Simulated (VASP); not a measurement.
# Pd (Pm-3m) in VASP: further runs

Runs on Pd. Level: LDA. Tasks: single point.

Everything below comes from runs of VASP 6.6.1. Logs are shortened: lines on timing, memory, paths and dates and some standing lists are left out, and cuts for length are marked.

## (1) The cell of the first run

Symmetry: Pm-3m, No. 221, cubic system. Conventional cell: a = 2.118 Å, b = 2.118 Å, c = 2.118 Å, α = 90.00°, β = 90.00°, γ = 90.00°. Pd (site symmetry m-3m) has 6 Pd at 2.12 Å within 2.8 Å.

## (2) Single point, LDA (volume scaled by 0.58)

Contents of INCAR:

```
PREC = Accurate ; ENCUT = 520
EDIFF = 1E-6 ; ISMEAR = -1
SIGMA = 0.1 ; LREAL = F
LASPH = T ; NELM = 100
ALGO = Normal ; ISIF = 2
LWAVE = F ; LCHARG = F
NBANDS = 11
```

Contents of KPOINTS:

```
regular mesh
0
Gamma
  15 15 15
```

Contents of POSCAR:

```
Pd
1.0
    2.1175116536      0.0000000000      0.0000000000
    0.0000000000      2.1175116536      0.0000000000
    0.0000000000      0.0000000000      2.1175116536
Pd
1
Direct
    0.0000000000      0.0000000000      0.0000000000
```

Potentials or basis: VASP PAW LDA potentials, release 64 (Pd).

The run is started by

```console
$ cat potpaw_LDA.64/Pd/POTCAR > POTCAR
$ mpirun -np 1 vasp_std > vasp.out
```

OUTCAR:

```text
PREC = Accurate
   ENCUT = 520
   EDIFF = 1E-6
   ISMEAR = -1
   LREAL = F
   LASPH = T
   NELM = 100
   ISIF = 2

 ion  position               nearest neighbor table
   1  0.000  0.000  0.000-

  LATTYP: Found a simple cubic cell.
 ALAT       =     2.1175116536

  Lattice vectors:

 A1 = (   2.1175116536,   0.0000000000,   0.0000000000)
 A2 = (   0.0000000000,   2.1175116536,   0.0000000000)
 A3 = (   0.0000000000,   0.0000000000,   2.1175116536)

Analysis of symmetry for initial positions (statically):
=====================================================================
 Subroutine PRICEL returns:
 Original cell was already a primitive cell.

 Routine SETGRP: Setting up the symmetry group for a
 simple cubic supercell.

 Subroutine GETGRP returns: Found 48 space group operations
 (whereof 48 operations were pure point group operations)
 out of a pool of 48 trial point group operations.

The static configuration has the point symmetry O_h .

Analysis of symmetry for dynamics (positions and initial velocities):
=====================================================================
 Subroutine PRICEL returns:
 Original cell was already a primitive cell.

 Routine SETGRP: Setting up the symmetry group for a
 simple cubic supercell.

 Subroutine GETGRP returns: Found 48 space group operations
 (whereof 48 operations were pure point group operations)
 out of a pool of 48 trial point group operations.

The dynamic configuration has the point symmetry O_h .

 Subroutine INISYM returns: Found 48 space group operations
 (whereof 48 operations are pure point group operations),
 and found     1 'primitive' translations

----------------------------------------------------------------------------------------

                                     Primitive cell

  volume of cell :       9.4946

  direct lattice vectors                    reciprocal lattice vectors
     2.117511654  0.000000000  0.000000000     0.472252419  0.000000000  0.000000000
     0.000000000  2.117511654  0.000000000     0.000000000  0.472252419  0.000000000
     0.000000000  0.000000000  2.117511654     0.000000000  0.000000000  0.472252419

  length of vectors
     2.117511654  2.117511654  2.117511654     0.472252419  0.472252419  0.472252419

  position of ions in fractional coordinates (direct lattice)
     0.000000000  0.000000000  0.000000000

  ion indices of the primitive-cell ions
   primitive index   ion index
                 1           1

----------------------------------------------------------------------------------------

 KPOINTS: regular mesh

Automatic generation of k-mesh.
 Grid dimensions read from file:
 generate k-points for:   15   15   15

 Generating k-lattice:

  Cartesian coordinates                     Fractional coordinates (reciprocal lattice)
     0.031483495  0.000000000  0.000000000     0.066666667  0.000000000  0.000000000
     0.000000000  0.031483495  0.000000000     0.000000000  0.066666667  0.000000000
     0.000000000  0.000000000  0.031483495     0.000000000  0.000000000  0.066666667

  Length of vectors
     0.031483495  0.031483495  0.031483495

  Shift w.r.t. Gamma in fractional coordinates (k-lattice)
     0.000000000  0.000000000  0.000000000

 Subroutine IBZKPT returns following result:
 ===========================================

 Found    120 irreducible k-points:

 Following reciprocal coordinates:
            Coordinates               Weight
  0.000000  0.000000  0.000000      1.000000
  0.066667  0.000000  0.000000      6.000000
  0.133333  0.000000  0.000000      6.000000
  0.200000  0.000000  0.000000      6.000000
  0.266667  0.000000  0.000000      6.000000
  0.333333  0.000000  0.000000      6.000000
[... 16 lines left out ...]
  0.266667  0.200000  0.000000     24.000000
  0.333333  0.200000  0.000000     24.000000
 [... further k-points ...]
   k-points           NKPTS =    120   k-points in BZ     NKDIM =    120   number of bands    NBANDS=     11
   number of dos      NEDOS =    301   number of ions     NIONS =      1
   total plane-waves  NPLWV =   4096
   dimension x,y,z NGX =    16 NGY =   16 NGZ =   16
   dimension x,y,z NGXF=    32 NGYF=   32 NGZF=   32
   ions per type =               1
   NGX,Y,Z   is equivalent  to a cutoff of  12.56, 12.56, 12.56 a.u.
   NGXF,Y,Z  is equivalent  to a cutoff of  25.12, 25.12, 25.12 a.u.
 SYSTEM =  unknown system
   PREC   = accura    normal or accurate (medium, high low for compatibility)
   ISTART =      0    job   : 0-new  1-cont  2-samecut
   ICHARG =      2    charge: 1-file 2-atom 10-const
   ISPIN  =      1    spin polarized calculation?
   LNONCOLLINEAR =      F non collinear calculations
   LSORBIT =      F    spin-orbit coupling
   LASPH  =      T    aspherical Exc in radial PAW
   ENCUT  =  520.0 eV  38.22 Ry    6.18 a.u.   3.94  3.94  3.94*2*pi/ulx,y,z
   NELM   =    100;   NELMIN=  2; NELMDL= -5     # of ELM steps
   EDIFF  = 0.1E-05   stopping-criterion for ELM
   LREAL  =      F    real-space projection
   EDIFFG = 0.1E-04   stopping-criterion for IOM
   NSW    =      0    number of steps for IOM
   IBRION =     -1    ionic relax: 0-MD 1-quasi-New 2-CG
   NFREE  =      0    steps in history (QN), initial steepest desc. (CG)
   ISIF   =      2    stress and relaxation
   ISYM   =      2    0-nonsym 1-usesym 2-fastsym
   POTIM  = 0.5000    time-step for ionic-motion
   TEBEG  =    0.0;   TEEND  =   0.0 temperature during run
   PSTRESS=    0.0 pullay stress
   NELECT =      10.0000    total number of electrons
   NUPDOWN=      -1.0000    fix difference up-down
   EMIN   =  10.00;   EMAX   =-10.00  energy-range for DOS
   EFERMI =   0.00;   METHOD = LEGACY
   ISMEAR =    -1;   SIGMA  =   0.10  broadening in eV -4-tet -1-fermi 0-gaus
   EFERMI_NEDOS =   21; number of points for ismear=-14 and -15
   IALGO  =     38    algorithm
   IMIX   =      4    mixing-type and parameters
     AMIX     =   0.40;   BMIX     =  1.00
     AMIX_MAG =   1.60;   BMIX_MAG =  1.00
  volume/ion in A,a.u.               =       9.49        64.07
  Fermi-wavevector in a.u.,A,eV,Ry     =   1.665645  3.147612 37.747624  2.774372
  Thomas-Fermi vector in A             =   2.751979
   LORBIT       =      0    0 simple, 1 ext, 2 COOP (PROOUT), +10 PAW based schemes
   GGA     = CA    functional components
   LHFCALC =     F    Hartree Fock is set to
   AEXX    =    0.0000 exact exchange contribution
   IVDW    =     0    specifies the selected vdW correction
   LEPSILON=     F    determine dielectric tensor
   LRPA    =     F    only Hartree local field effects (RPA)
 non-spin polarized calculation
  energy-cutoff  :      520.00
  volume of cell :        9.49
 maximum number of plane-waves:       280
 NGX is ok and might be reduce to    16
   NGX =  7   NGY =  7   NGZ =  7

 number of electron      10.0000000 magnetization

 number of electron       9.9999996 magnetization

 Free energy of the ion-electron system (eV)
  ---------------------------------------------------
  ext. energy  EPLUGINS =         0.00000000
  ---------------------------------------------------
  free energy    TOTEN  =        -1.40591001 eV

  energy without entropy =       -1.38537615  energy(sigma->0) =       -1.39564308

 E-fermi :  19.9462     XC(G=0): -16.2188

 val. band max:       19.9322581135   @ k =   0.2000   0.0667   0.0667
 cond. band min:      19.9512019970   @ k =   0.4000   0.3333   0.3333
 fundamental gap:      0.0189438835
 Fermi energy:        19.9462104674

 k-point     1 :       0.0000    0.0000    0.0000
  band No.  band energies     occupation
      1       8.5577      2.00000
      2       8.7617      2.00000
      3       8.7617      2.00000
      4      20.2587      0.08418
      5      20.2587      0.08418
      6      20.2587      0.08418
      7      40.4565      0.00000
      8      40.4565      0.00000
      9      40.4565      0.00000
     10      43.4384      0.00000
     11      51.2812      0.00000

 k-point     2 :       0.0667    0.0000    0.0000
  band No.  band energies     occupation
      1       8.7096      2.00000
      2       8.8096      2.00000
      3       9.0629      2.00000
      4      20.0044      0.71695
      5      20.0044      0.71695
      6      20.2779      0.07002
      7      39.4001      0.00000
      8      40.8423      0.00000
      9      40.8423      0.00000
     10      43.4627      0.00000
     11      49.1820      0.00000

 k-point     3 :       0.1333    0.0000    0.0000
  band No.  band energies     occupation
      1       8.9469      2.00000
      2       9.0099      2.00000
      3      10.0742      2.00000
      4      19.3288      1.99584
      5      19.3288      1.99584
      6      20.3323      0.04122
      7      37.1437      0.00000
      8      41.8923      0.00000
      9      41.8923      0.00000
     10      43.4861      0.00000
     11      46.2663      0.00000

 k-point     4 :       0.2000    0.0000    0.0000
  band No.  band energies     occupation
      1       9.1553      2.00000
      2       9.4546      2.00000
      3      11.6520      2.00000
      4      18.4277      2.00000
      5      18.4277      2.00000
      6      20.4133      0.01855
      7      34.7084      0.00000
      8      43.3584      0.00000
      9      43.3584      0.00000
     10      43.4971      0.00000
     11      43.6070      0.00000
[... 239 lines left out ...]
 k-point    22 :       0.2000    0.2000    0.0000
  band No.  band energies     occupation
      1       9.8157      2.00000
      2      11.7645      2.00000
      3      12.1059      2.00000
      4      17.1403      2.00000
      5      18.4592      2.00000
      6      18.8591      1.99996
      7      36.1537      0.00000
      8      37.5942      0.00000
      9      43.5002      0.00000
     10      44.2505      0.00000
     11      46.3027      0.00000

 k-point    23 :       0.2667    0.2000    0.0000
  band No.  band energies     occupation
      1      10.1564      2.00000
      2      11.8496      2.00000
      3      13.2579      2.00000
      4      17.3726      2.00000
      5      17.7213      2.00000
      6      18.8352      1.99997
      7      34.2018      0.00000
      8      38.3315      0.00000
      9      43.1521      0.00000
     10      43.6869      0.00000
     11      47.8240      0.00000

 k-point    24 :       0.3333    0.2000    0.0000
  band No.  band energies     occupation
      1      10.4935      2.00000
      2      11.7097      2.00000
      3      13.8453      2.00000
      4      16.9554      2.00000
      5      18.7659      1.99999
      6      18.9484      1.99991
      7      32.2065      0.00000
      8      39.2807      0.00000
      9      42.3639      0.00000
     10      43.6317      0.00000
     11      49.1270      0.00000

 [... further k-points ...]
[... 5 lines left out ...]
  --------------------------------------------------------------------------------------
  -------------------------------------------------------------------------------------
  Total       21.0146727     21.0146727     21.0146727      0.0000000     -0.0000000      0.0000000
  in kB     3546.1392452   3546.1392452   3546.1392452      0.0000000     -0.0000000      0.0000000
  external PRESSURE =    3546.1392452 kB  Pullay stress =       0.0000000 kB

 VOLUME and BASIS-vectors are now :
 -----------------------------------------------------------------------------
  energy-cutoff  :      520.00
  volume of cell :        9.49
      direct lattice vectors                 reciprocal lattice vectors
     2.117511654  0.000000000  0.000000000     0.472252419  0.000000000  0.000000000
     0.000000000  2.117511654  0.000000000     0.000000000  0.472252419  0.000000000
     0.000000000  0.000000000  2.117511654     0.000000000  0.000000000  0.472252419

 POSITION                                       TOTAL-FORCE (eV/Angst)
 -----------------------------------------------------------------------------------
      0.00000      0.00000      0.00000         0.000000      0.000000      0.000000
 -----------------------------------------------------------------------------------
    total drift:                                0.000000      0.000000      0.000000

  FREE ENERGIE OF THE ION-ELECTRON SYSTEM (eV)
  ---------------------------------------------------
  free  energy   TOTEN  =        -1.4059100083 eV

  energy  without entropy=       -1.3853761484  energy(sigma->0) =       -1.39564308
```

It took 6.2 s on 1 thread of Intel Xeon 8259CL, shared host; peak memory 0.12 GiB.

What came out:

* Free energy: -1.4059 eV
* Pressure: 354.6 GPa
* Band gap on the k mesh: zero (band 5 reaches 23.33 eV, above the bottom of band 6 at 18.11 eV)

## (3) Single point, LDA (volume scaled by 0.58)

Contents of INCAR:

```
PREC = Accurate
ENCUT = 520
EDIFF = 1E-7
ISMEAR = -1
SIGMA = 0.1
LREAL = F
LASPH = T
NELM = 80
ALGO = Normal
ISIF = 2
LWAVE = F
LCHARG = F
GGA = CA
NBANDS = 11
```

Contents of KPOINTS:

```
Automatic mesh
0
Gamma
  15 15 15
```

POSCAR is that of step 2.

Potentials or basis: VASP PAW LDA potentials, release 64 (Pd).

The run is started by

```console
$ cat potpaw_LDA.64/Pd/POTCAR > POTCAR
$ mpirun -np 1 vasp_std > vasp.out
```

Wall time 7.9 s (1 thread of Intel Xeon 8259CL, shared host); peak memory 0.12 GiB.

It converged, with:

```yaml
Free_energy: -1.4059 eV
Pressure: 354.6 GPa
Band_gap_on_the_k_mesh: zero (band 5 reaches 23.33 eV, above the bottom of band 6 at 18.11 eV)
```

Levels at points of the mesh, in eV from the Fermi level:
| k point | band 2 | band 3 | band 4 | band 5 | band 6 | band 7 | band 8 | band 9 |
| --- | --- | --- | --- | --- | --- | --- | --- | --- |
| (0.00, 0.00, 0.00) | -11.18 | -11.18 | 0.31 | 0.31 | 0.31 | 20.51 | 20.51 | 20.51 |

## (4) Single point, LDA (volume scaled by 0.58)

Contents of INCAR:

```
SYSTEM = Pd
ALGO = Normal ; EDIFF = 1E-6
ENCUT = 520 ; GGA = CA
ISIF = 2 ; ISMEAR = -1
LASPH = .True. ; LCHARG = .False.
LREAL = .False. ; LWAVE = .False.
NBANDS = 11 ; NELM = 60
PREC = Accurate ; SIGMA = 0.1
```

Contents of KPOINTS:

```
k-points
0
Gamma
  15 15 15
  0 0 0
```

POSCAR is that of step 3.

The run is started by

```console
$ cat potpaw_LDA.64/Pd/POTCAR > POTCAR
$ mpirun -np 1 vasp_std > vasp.out
```

Run time: 7.6 s. Hardware: 1 thread of Intel Xeon 8259CL, shared host; peak memory 0.12 GiB.

Results (log left out):

| Item | Value |
| --- | --- |
| Free energy | -1.4059 eV |
| Pressure | 354.6 GPa |
| Band gap on the k mesh | zero (band 5 reaches 23.33 eV, above the bottom of band 6 at 18.11 eV) |

Levels at points of the mesh, in eV from the Fermi level:
| k point | band 3 | band 4 | band 5 | band 6 | band 7 | band 8 |
| --- | --- | --- | --- | --- | --- | --- |
| (0.00, 0.00, 0.00) | -11.18 | 0.31 | 0.31 | 0.31 | 20.51 | 20.51 |

## (5) Single point, LDA (volume scaled by 0.68)

Contents of INCAR:

```
  PREC = Accurate
  ENCUT = 520
  EDIFF = 1E-6
  ISMEAR = -1
  SIGMA = 0.1
  LREAL = F
  LASPH = T
  NELM = 60
  ALGO = Normal
  ISIF = 2
  LWAVE = F
  LCHARG = F
  NBANDS = 11
```

Contents of KPOINTS:

```
Automatic mesh
0
Gamma
  15 15 15
```

Contents of POSCAR:

```
Pd
1.0
    2.2328152113      0.0000000000      0.0000000000
    0.0000000000      2.2328152113      0.0000000000
    0.0000000000      0.0000000000      2.2328152113
Pd
1
Direct
    0.0000000000      0.0000000000      0.0000000000
```

Potentials or basis: VASP PAW LDA potentials, release 64 (Pd).

The run is started by

```console
$ cat potpaw_LDA.64/Pd/POTCAR > POTCAR
$ mpirun -np 1 vasp_std > vasp.out
```

OUTCAR:

```text
PREC = Accurate
   ENCUT = 520
   EDIFF = 1E-6
   ISMEAR = -1
   LREAL = F
   LASPH = T
   NELM = 60
   ISIF = 2

 ion  position               nearest neighbor table
   1  0.000  0.000  0.000-

  LATTYP: Found a simple cubic cell.
 ALAT       =     2.2328152113

  Lattice vectors:

 A1 = (   2.2328152113,   0.0000000000,   0.0000000000)
 A2 = (   0.0000000000,   2.2328152113,   0.0000000000)
 A3 = (   0.0000000000,   0.0000000000,   2.2328152113)

Analysis of symmetry for initial positions (statically):
=====================================================================
 Subroutine PRICEL returns:
 Original cell was already a primitive cell.

 Routine SETGRP: Setting up the symmetry group for a
 simple cubic supercell.

 Subroutine GETGRP returns: Found 48 space group operations
 (whereof 48 operations were pure point group operations)
 out of a pool of 48 trial point group operations.

The static configuration has the point symmetry O_h .

Analysis of symmetry for dynamics (positions and initial velocities):
=====================================================================
 Subroutine PRICEL returns:
 Original cell was already a primitive cell.
[... 157 lines left out ...]
 cond. band min:      15.7751332920   @ k =   0.0667   0.0667   0.0000
 fundamental gap:      0.0345687337
 Fermi energy:        15.7553033161

 k-point     1 :       0.0000    0.0000    0.0000
  band No.  band energies     occupation
      1       5.9358      2.00000
      2       6.8203      2.00000
      3       6.8203      2.00000
      4      15.9800      0.19114
      5      15.9800      0.19114
      6      15.9800      0.19114
      7      35.3359      0.00000
      8      35.3359      0.00000
      9      35.3359      0.00000
     10      40.0434      0.00000
     11      44.9595      0.00000
[... 309 lines left out ...]
 k-point    24 :       0.3333    0.2000    0.0000
  band No.  band energies     occupation
      1       8.0932      2.00000
      2       9.1715      2.00000
      3      10.8056      2.00000
      4      13.4648      2.00000
      5      14.8176      1.99983
      6      14.9929      1.99902
      7      27.0707      0.00000
      8      33.9423      0.00000
      9      37.8415      0.00000
     10      40.1967      0.00000
     11      43.4004      0.00000

 [... further k-points ...]
[... 5 lines left out ...]
  --------------------------------------------------------------------------------------
  -------------------------------------------------------------------------------------
  Total       11.9434887     11.9434887     11.9434887      0.0000000      0.0000000     -0.0000000
  in kB     1719.0299285   1719.0299285   1719.0299285      0.0000000      0.0000000     -0.0000000
  external PRESSURE =    1719.0299285 kB  Pullay stress =       0.0000000 kB

 VOLUME and BASIS-vectors are now :
 -----------------------------------------------------------------------------
  energy-cutoff  :      520.00
  volume of cell :       11.13
      direct lattice vectors                 reciprocal lattice vectors
     2.232815211  0.000000000  0.000000000     0.447865096  0.000000000  0.000000000
     0.000000000  2.232815211  0.000000000     0.000000000  0.447865096  0.000000000
     0.000000000  0.000000000  2.232815211     0.000000000  0.000000000  0.447865096

 POSITION                                       TOTAL-FORCE (eV/Angst)
 -----------------------------------------------------------------------------------
      0.00000      0.00000      0.00000         0.000000      0.000000      0.000000
 -----------------------------------------------------------------------------------
    total drift:                               -0.000000      0.000000      0.000000

  FREE ENERGIE OF THE ION-ELECTRON SYSTEM (eV)
  ---------------------------------------------------
  free  energy   TOTEN  =        -3.9910586014 eV

  energy  without entropy=       -3.9644545364  energy(sigma->0) =       -3.97775657
```

OSZICAR:

```text
N       E                     dE             d eps       ncg     rms          rms(c)
DAV:   1     0.463367780468E+02    0.46337E+02   -0.53345E+03  2640   0.884E+02
DAV:   2    -0.379438154598E+01   -0.50131E+02   -0.48060E+02  2927   0.197E+02
DAV:   3    -0.427587064440E+01   -0.48149E+00   -0.48076E+00  3303   0.215E+01
DAV:   4    -0.427727939053E+01   -0.14087E-02   -0.14086E-02  3299   0.114E+00
DAV:   5    -0.427728910930E+01   -0.97188E-05   -0.97171E-05  3388   0.895E-02    0.216E+01
DAV:   6    -0.406688039678E+01    0.21041E+00   -0.21829E-01  3201   0.421E+00    0.123E+01
DAV:   7    -0.399446768895E+01    0.72413E-01   -0.46880E-02  3179   0.168E+00    0.210E+00
DAV:   8    -0.399103631246E+01    0.34314E-02   -0.75695E-03  3195   0.915E-01    0.713E-02
DAV:   9    -0.399104835115E+01   -0.12039E-04   -0.55744E-05  3331   0.687E-02    0.205E-02
DAV:  10    -0.399105865075E+01   -0.10300E-04   -0.31626E-06  3445   0.131E-02    0.293E-03
DAV:  11    -0.399105860137E+01    0.49382E-07   -0.59240E-08  2175   0.214E-03
   1 F= -.39910586E+01 E0= -.39777566E+01  d E =-.266041E-01
```

Run time: 14 s. Hardware: 1 thread of Intel Xeon 8259CL, shared host; peak memory 0.13 GiB.

What came out:

| Item | Value |
| --- | --- |
| Free energy | -3.9911 eV |
| Pressure | 171.9 GPa |
| Band gap on the k mesh | zero (band 5 reaches 18.35 eV, above the bottom of band 6 at 14.35 eV) |
